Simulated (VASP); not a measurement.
# I (Fmmm) in VASP: notebook

The runs below take I through single point, with RPBE+D3(BJ), PBEsol+D3(BJ), LDA.

Program: VASP 6.6.1. These are calculated values, not measurements. Logs are shortened: lines on timing, memory, paths and dates and some standing lists are left out, and cuts for length are marked.

### 1 The cell of the first run

Symmetry: Fmmm, No. 69, orthorhombic system. Conventional cell: a = 4.191 Å, b = 4.318 Å, c = 5.779 Å, α = 90.00°, β = 90.00°, γ = 90.00°. I (site symmetry mmm) has 12 I at 3.01 to 3.61 Å within 4.0 Å.

### 2 Single point, RPBE+D3(BJ)

Input file INCAR:

```
  ALGO = Normal
  EDIFF = 1E-7
  ENCUT = 520
  GGA = RP
  ISIF = 2
  ISMEAR = -1
  IVDW = 12
  LASPH = T
  LCHARG = T
  LELF = T
  LREAL = F
  LVHAR = T
  LWAVE = F
  NBANDS = 10
  NELM = 80
  PREC = Accurate
  SIGMA = 0.05
```

Input file KPOINTS:

```
k-points
0
Gamma
  9 9 9
```

Input file POSCAR:

```
I
1.0
    0.0000000000      2.1592059804      2.8895282927
    2.0955926587      0.0000000000      2.8895282927
    2.0955926587      2.1592059804      0.0000000000
I
1
Direct
    0.0000000000      0.0000000000      0.0000000000
```

Potentials or basis: VASP PAW PBE potentials, release 64 (I).

On the command line:

```
cat potpaw_PBE.64/I/POTCAR > POTCAR
mpirun -np 1 vasp_std > vasp.out
```

OUTCAR:

```text
EDIFF = 1E-7
   ENCUT = 520
   GGA = RP
   ISIF = 2
   ISMEAR = -1
   IVDW = 12
   LASPH = T
   LREAL = F
   NELM = 80
   PREC = Accurate
 IVDW          = 12

 ion  position               nearest neighbor table
   1  0.000  0.000  0.000-

  LATTYP: Found a face centered orthorhombic cell.
 ALAT       =     4.1911853174
 B/A-ratio  =     1.0303557666
 C/A-ratio  =     1.3788597134

  Lattice vectors:

 A1 = (   0.0000000000,   2.1592059804,   2.8895282927)
 A2 = (   2.0955926587,   0.0000000000,   2.8895282927)
 A3 = (   2.0955926587,   2.1592059804,   0.0000000000)

Analysis of symmetry for initial positions (statically):
=====================================================================
 Subroutine PRICEL returns:
 Original cell was already a primitive cell.

 Routine SETGRP: Setting up the symmetry group for a
 face centered orthorhombic supercell.

 Subroutine GETGRP returns: Found  8 space group operations
 (whereof  8 operations were pure point group operations)
 out of a pool of  8 trial point group operations.

The static configuration has the point symmetry D_2h.

Analysis of symmetry for dynamics (positions and initial velocities):
=====================================================================
 Subroutine PRICEL returns:
 Original cell was already a primitive cell.

 Routine SETGRP: Setting up the symmetry group for a
 face centered orthorhombic supercell.

 Subroutine GETGRP returns: Found  8 space group operations
 (whereof  8 operations were pure point group operations)
 out of a pool of  8 trial point group operations.

The dynamic configuration has the point symmetry D_2h.

 Subroutine INISYM returns: Found  8 space group operations
 (whereof  8 operations are pure point group operations),
 and found     1 'primitive' translations

----------------------------------------------------------------------------------------

                                     Primitive cell

  volume of cell :      26.1492

  direct lattice vectors                    reciprocal lattice vectors
     0.000000000  2.159205980  2.889528293    -0.238595988  0.231566606  0.173038624
     2.095592659  0.000000000  2.889528293     0.238595988 -0.231566606  0.173038624
     2.095592659  2.159205980  0.000000000     0.238595988  0.231566606 -0.173038624

  length of vectors
     3.607151816  3.569437259  3.008933209     0.374824630  0.374824630  0.374824630

  position of ions in fractional coordinates (direct lattice)
     0.000000000  0.000000000  0.000000000

  ion indices of the primitive-cell ions
   primitive index   ion index
                 1           1

----------------------------------------------------------------------------------------

 KPOINTS: k-points

Automatic generation of k-mesh.
 Grid dimensions read from file:
 generate k-points for:    9    9    9

 Generating k-lattice:

  Cartesian coordinates                     Fractional coordinates (reciprocal lattice)
    -0.026510665  0.025729623  0.019226514     0.111111111  0.000000000  0.000000000
     0.026510665 -0.025729623  0.019226514     0.000000000  0.111111111  0.000000000
     0.026510665  0.025729623 -0.019226514    -0.000000000 -0.000000000  0.111111111

  Length of vectors
     0.041647181  0.041647181  0.041647181

  Shift w.r.t. Gamma in fractional coordinates (k-lattice)
     0.000000000  0.000000000  0.000000000

 Subroutine IBZKPT returns following result:
 ===========================================

 Found    125 irreducible k-points:

 Following reciprocal coordinates:
            Coordinates               Weight
  0.000000  0.000000  0.000000      1.000000
  0.111111  0.000000 -0.000000      8.000000
  0.222222  0.000000 -0.000000      8.000000
  0.333333  0.000000  0.000000      8.000000
  0.444444  0.000000 -0.000000      8.000000
  0.111111  0.111111  0.000000      2.000000
[... 16 lines left out ...]
 -0.333333  0.333333  0.000000      4.000000
  0.444444  0.444444  0.000000      2.000000
 [... further k-points ...]
   k-points           NKPTS =    125   k-points in BZ     NKDIM =    125   number of bands    NBANDS=     10
   number of dos      NEDOS =    301   number of ions     NIONS =      1
   total plane-waves  NPLWV =  18816
   dimension x,y,z NGX =    28 NGY =   28 NGZ =   24
   dimension x,y,z NGXF=    56 NGYF=   56 NGZF=   48
   ions per type =               1
   NGX,Y,Z   is equivalent  to a cutoff of  12.90, 13.04, 13.26 a.u.
   NGXF,Y,Z  is equivalent  to a cutoff of  25.81, 26.08, 26.52 a.u.
 SYSTEM =  unknown system
   PREC   = accura    normal or accurate (medium, high low for compatibility)
   ISTART =      0    job   : 0-new  1-cont  2-samecut
   ICHARG =      2    charge: 1-file 2-atom 10-const
   ISPIN  =      1    spin polarized calculation?
   LNONCOLLINEAR =      F non collinear calculations
   LSORBIT =      F    spin-orbit coupling
   LASPH  =      T    aspherical Exc in radial PAW
   ENCUT  =  520.0 eV  38.22 Ry    6.18 a.u.   6.71  6.64  5.59*2*pi/ulx,y,z
   NELM   =     80;   NELMIN=  2; NELMDL= -5     # of ELM steps
   EDIFF  = 0.1E-06   stopping-criterion for ELM
   LREAL  =      F    real-space projection
   EDIFFG = 0.1E-05   stopping-criterion for IOM
   NSW    =      0    number of steps for IOM
   IBRION =     -1    ionic relax: 0-MD 1-quasi-New 2-CG
   NFREE  =      0    steps in history (QN), initial steepest desc. (CG)
   ISIF   =      2    stress and relaxation
   ISYM   =      2    0-nonsym 1-usesym 2-fastsym
   POTIM  = 0.5000    time-step for ionic-motion
   TEBEG  =    0.0;   TEEND  =   0.0 temperature during run
   PSTRESS=    0.0 pullay stress
   NELECT =       7.0000    total number of electrons
   NUPDOWN=      -1.0000    fix difference up-down
   EMIN   =  10.00;   EMAX   =-10.00  energy-range for DOS
   EFERMI =   0.00;   METHOD = LEGACY
   ISMEAR =    -1;   SIGMA  =   0.05  broadening in eV -4-tet -1-fermi 0-gaus
   EFERMI_NEDOS =   21; number of points for ismear=-14 and -15
   IALGO  =     38    algorithm
   IMIX   =      4    mixing-type and parameters
     AMIX     =   0.40;   BMIX     =  1.00
     AMIX_MAG =   1.60;   BMIX_MAG =  1.00
  volume/ion in A,a.u.               =      26.15       176.46
  Fermi-wavevector in a.u.,A,eV,Ry     =   1.055087  1.993825 15.146118  1.113208
  Thomas-Fermi vector in A             =   2.190272
   LORBIT       =      0    0 simple, 1 ext, 2 COOP (PROOUT), +10 PAW based schemes
   GGA     = RP    functional components
   LHFCALC =     F    Hartree Fock is set to
   AEXX    =    0.0000 exact exchange contribution
   IVDW    =    12    specifies the selected vdW correction
   LEPSILON=     F    determine dielectric tensor
   LRPA    =     F    only Hartree local field effects (RPA)
 non-spin polarized calculation
  energy-cutoff  :      520.00
  volume of cell :       26.15
 maximum number of plane-waves:       729
   NGX = 13   NGY = 13   NGZ = 11

 number of electron       7.0000000 magnetization

 Free energy of the ion-electron system (eV)
  ---------------------------------------------------
  ext. energy  EPLUGINS =         0.00000000
  ---------------------------------------------------
  free energy    TOTEN  =        -0.39490018 eV

  energy without entropy =       -0.39176374  energy(sigma->0) =       -0.39333196

 E-fermi :   9.1754     XC(G=0): -10.3609

 val. band max:        9.1245114173   @ k =   0.4444   0.2222   0.1111
 cond. band min:       9.1795697822   @ k =   0.3333   0.2222   0.1111
 fundamental gap:      0.0550583649
 Fermi energy:         9.1754096077

 k-point     1 :       0.0000    0.0000    0.0000
  band No.  band energies     occupation
      1      -7.0830      2.00000
      2       9.0844      1.72130
      3      10.8648      0.00000
      4      10.9890      0.00000
      5      16.3201      0.00000
      6      16.8913      0.00000
      7      19.2910      0.00000
      8      20.2660      0.00000
      9      20.4537      0.00000
     10      20.8265      0.00000

 k-point     2 :       0.1111    0.0000   -0.0000
  band No.  band energies     occupation
      1      -6.8630      2.00000
      2       8.6315      1.99996
      3       9.4868      0.00394
      4      10.9893      0.00000
      5      16.6011      0.00000
      6      17.5058      0.00000
      7      18.3054      0.00000
      8      20.1510      0.00000
      9      20.6597      0.00000
     10      21.5184      0.00000

 k-point     3 :       0.2222    0.0000   -0.0000
  band No.  band energies     occupation
      1      -6.2261      2.00000
      2       6.3375      2.00000
      3       8.3211      2.00000
      4      11.1583      0.00000
      5      15.4170      0.00000
      6      17.8118      0.00000
      7      19.2564      0.00000
      8      21.4326      0.00000
      9      22.1492      0.00000
     10      23.3421      0.00000

 k-point     4 :       0.3333    0.0000    0.0000
  band No.  band energies     occupation
      1      -5.2772      2.00000
      2       3.7158      2.00000
      3       7.7067      2.00000
      4      11.3860      0.00000
      5      14.1962      0.00000
      6      18.0994      0.00000
      7      20.9851      0.00000
      8      21.4974      0.00000
      9      22.1774      0.00000
     10      23.6344      0.00000
[... 222 lines left out ...]
 k-point    22 :      -0.4444    0.3333    0.0000
  band No.  band energies     occupation
      1      -4.7716      2.00000
      2       2.9875      2.00000
      3       5.2936      2.00000
      4       9.9958      0.00000
      5      15.6815      0.00000
      6      20.1929      0.00000
      7      22.0037      0.00000
      8      24.2965      0.00000
      9      26.0168      0.00000
     10      26.4662      0.00000

 k-point    23 :      -0.3333    0.3333    0.0000
  band No.  band energies     occupation
      1      -4.2099      2.00000
      2       3.1560      2.00000
      3       3.7919      2.00000
      4      10.6281      0.00000
      5      16.4437      0.00000
      6      19.9840      0.00000
      7      22.0490      0.00000
      8      22.7225      0.00000
      9      24.4818      0.00000
     10      25.4175      0.00000

 k-point    24 :       0.4444    0.4444    0.0000
  band No.  band energies     occupation
      1      -5.3348      2.00000
      2       2.2457      2.00000
      3       9.2850      0.20084
      4       9.4657      0.00600
      5      14.7175      0.00000
      6      15.3324      0.00000
      7      27.0019      0.00000
      8      27.2160      0.00000
      9      27.2845      0.00000
     10      28.4086      0.00000

 [... further k-points ...]

------------------------ aborting loop because EDIFF is reached ----------------------------------------

 Edisp (eV)   -2.10466

 E8    (eV) :    -1.3284

  FORCE on cell =-STRESS in cart. coord.  units (eV):
  Direction    XX          YY          ZZ          XY          YZ          ZX
  --------------------------------------------------------------------------------------
  -------------------------------------------------------------------------------------
  Total      -0.03485    -0.03783    -0.01446     0.00000     0.00000     0.00000
  in kB      -2.13519    -2.31798    -0.88610     0.00000     0.00000     0.00000
  external pressure =       -1.78 kB  Pullay stress =        0.00 kB

 VOLUME and BASIS-vectors are now :
 -----------------------------------------------------------------------------
  energy-cutoff  :      520.00
  volume of cell :       26.15
      direct lattice vectors                 reciprocal lattice vectors
     0.000000000  2.159205980  2.889528293    -0.238595988  0.231566606  0.173038624
     2.095592659  0.000000000  2.889528293     0.238595988 -0.231566606  0.173038624
     2.095592659  2.159205980  0.000000000     0.238595988  0.231566606 -0.173038624

 POSITION                                       TOTAL-FORCE (eV/Angst)
 -----------------------------------------------------------------------------------
      0.00000      0.00000      0.00000         0.000000     -0.000000     -0.000000
 -----------------------------------------------------------------------------------
    total drift:                                0.000000      0.000000      0.000000

  FREE ENERGIE OF THE ION-ELECTRON SYSTEM (eV)
  ---------------------------------------------------
  free  energy   TOTEN  =        -2.4995649673 eV

  energy  without entropy=       -2.4964285274  energy(sigma->0) =       -2.49799675
```

Wall time 20 s (1 thread of Intel Xeon 6975P-C, shared host); peak memory 0.18 GiB.

Results:

- Free energy: -2.4996 eV
- Pressure: -0.2 GPa
- Dispersion energy per atom: -2.105 eV

Stress tensor (GPa, compression positive):
```
-0.21  0.00  0.00
 0.00 -0.23  0.00
 0.00  0.00 -0.09
```

Caveat: the PAW data sets were made with another functional, which shifts forces and pressure a little; spin-orbit coupling is left out, which moves the levels of the heavy elements; an odd number of electrons without spin polarisation forces a metal; a magnetic or distorted state may lie lower; pairwise dispersion overbinds metals, which lowers pressure and volume.

### 3 Single point, RPBE+D3(BJ)

Input file INCAR:

```
SYSTEM = I
  PREC = Accurate
  ENCUT = 520
  EDIFF = 1E-6
  ISMEAR = -1
  SIGMA = 0.05
  LREAL = .FALSE.
  LASPH = .TRUE.
  NELM = 100
  ALGO = Normal
  ISIF = 2
  LWAVE = .FALSE.
  LCHARG = .TRUE.
  GGA = RP
  IVDW = 12
  LELF = .TRUE.
  LVHAR = .TRUE.
  NBANDS = 10
```

Input file KPOINTS:

```
regular mesh
0
G
  9 9 9
  0 0 0
```

Input file POSCAR:

```
I
1.0
    0.0000000000      2.1588996299      2.8890992331
    2.0954275267      0.0000000000      2.8890992331
    2.0954275267      2.1588996299      0.0000000000
I
1
Direct
    0.0000000000      0.0000000000      0.0000000000
```

Potentials or basis: VASP PAW PBE potentials, release 64 (I).

On the command line:

```
cat potpaw_PBE.64/I/POTCAR > POTCAR
mpirun -np 1 vasp_std > vasp.out
```

Run time: 20 s. Hardware: 1 thread of Intel Xeon 6975P-C, shared host; peak memory 0.18 GiB.

The run converged. Its results:

```yaml
Free_energy: -2.4996 eV
Pressure: -0.2 GPa
Dispersion_energy_per_atom: -2.106 eV
```

Stress tensor (GPa, compression positive):
```
-0.19  0.00  0.00
 0.00 -0.21  0.00
 0.00  0.00 -0.08
```

Levels at points of the mesh, in eV from the Fermi level:
```
           k point  band 1  band 2  band 3  band 4  band 5  band 6  band 7  band 8
(0.00, 0.00, 0.00)  -16.26   -0.09    1.69    1.81    7.15    7.72   10.12   11.09
```

Caveat: the PAW data sets were made with another functional, which shifts forces and pressure a little; spin-orbit coupling is left out, which moves the levels of the heavy elements; an odd number of electrons without spin polarisation forces a metal; a magnetic or distorted state may lie lower; pairwise dispersion overbinds metals, which lowers pressure and volume.

### 4 Single point, PBEsol+D3(BJ)

This run uses another cell than the first one, of 33.79 Å³/atom, 1.292 times its volume.

Input file INCAR:

```
PREC = Accurate
ENCUT = 520
EDIFF = 1E-6
ISMEAR = -1
SIGMA = 0.05
LREAL = False
LASPH = True
NELM = 60
ALGO = Normal
ISIF = 2
LWAVE = False
LCHARG = True
GGA = PS
IVDW = 12
LELF = True
LVHAR = True
NBANDS = 10
```

Input file KPOINTS:

```
regular mesh
0
Gamma
  9 9 9
```

Input file POSCAR:

```
I
1.0
    0.0000000000      2.2228762470      3.4263578293
    2.2185008805      0.0000000000      3.4263578293
    2.2185008805      2.2228762470      0.0000000000
I
1
Direct
    0.0000000000      0.0000000000      0.0000000000
```

On the command line:

```
cat potpaw_PBE.64/I/POTCAR > POTCAR
mpirun -np 1 vasp_std > vasp.out
```

It took 24 s on 1 thread of Intel Xeon 6975P-C, shared host; peak memory 0.19 GiB.

It converged, with:

| Property | Result |
| --- | --- |
| Free energy | -2.0086 eV |
| Pressure | 0.0 GPa |
| Dispersion energy per atom | -0.357 eV |

Levels at points of the mesh, in eV from the Fermi level:
```
           k point  band 2  band 3  band 4  band 5  band 6  band 7
(0.00, 0.00, 0.00)   -1.36    1.15    1.16    5.06    7.51    8.68
```

Caveat: the PAW data sets were made with another functional, which shifts forces and pressure a little; spin-orbit coupling is left out, which moves the levels of the heavy elements; an odd number of electrons without spin polarisation forces a metal; a magnetic or distorted state may lie lower; pairwise dispersion overbinds metals, which lowers pressure and volume.

### 5 Single point, LDA

This run uses another cell than the first one, of 35.12 Å³/atom, 1.343 times its volume.

Input file INCAR:

```
PREC = Accurate
ENCUT = 520
EDIFF = 1E-7
ISMEAR = -1
SIGMA = 0.05
LREAL = F
LASPH = T
NELM = 80
ALGO = Normal
ISIF = 2
LWAVE = F
LCHARG = F
GGA = CA
NBANDS = 10
```

Input file KPOINTS:

```
Automatic mesh
0
Gamma
  9 9 9
```

Input file POSCAR:

```
I
1.0
    0.0000000000      2.2588208451      3.5423928968
    2.1947394298      0.0000000000      3.5423928968
    2.1947394298      2.2588208451      0.0000000000
I
1
Direct
    0.0000000000      0.0000000000      0.0000000000
```

Potentials or basis: VASP PAW LDA potentials, release 64 (I).

On the command line:

```
cat potpaw_LDA.64/I/POTCAR > POTCAR
mpirun -np 1 vasp_std > vasp.out
```

Run time: 20 s. Hardware: 1 thread of Intel Xeon 6975P-C, shared host; peak memory 0.17 GiB.

Results (log left out):

```yaml
Free_energy: -1.9526 eV
Pressure: 0.0 GPa
```

Levels at points of the mesh, in eV from the Fermi level:
| k point | band 2 | band 3 | band 4 | band 5 | band 6 | band 7 |
| --- | --- | --- | --- | --- | --- | --- |
| (0.00, 0.00, 0.00) | -1.57 | 1.04 | 1.15 | 4.73 | 7.54 | 8.57 |

Caveat: spin-orbit coupling is left out, which moves the levels of the heavy elements; an odd number of electrons without spin polarisation forces a metal; a magnetic or distorted state may lie lower.

### 6 Summary

```tsv
level	potentials or basis	cell	gap on the mesh (eV)	pressure (GPa)
RPBE+D3(BJ)	VASP PAW PBE potentials, release 64 (I)	a = 3.607, b = 3.569, c = 3.009 Å, angles 65.9, 64.6, 49.6°, 1 atom	none	-0.2
PBEsol+D3(BJ)	VASP PAW PBE potentials, release 64 (I)	a = 4.084, b = 4.082, c = 3.141 Å, angles 67.4, 67.3, 45.2°, 1 atom	none	0.0
LDA	VASP PAW LDA potentials, release 64 (I)	a = 4.201, b = 4.167, c = 3.149 Å, angles 68.5, 67.3, 44.2°, 1 atom	none	0.0
```

Alike in all rows: task single point; no spin polarisation; k mesh 9 × 9 × 9; cutoff (eV) 520; smearing fermi-dirac 0.05 eV.

Caveats: spin-orbit coupling is left out, which moves the levels of the heavy elements; an odd number of electrons without spin polarisation forces a metal; a magnetic or distorted state may lie lower; the PAW data sets were made with another functional, which shifts forces and pressure a little (some runs); pairwise dispersion overbinds metals, which lowers pressure and volume (some runs).

Total energies depend on the potentials used, so only differences within one code and one set of settings carry meaning.
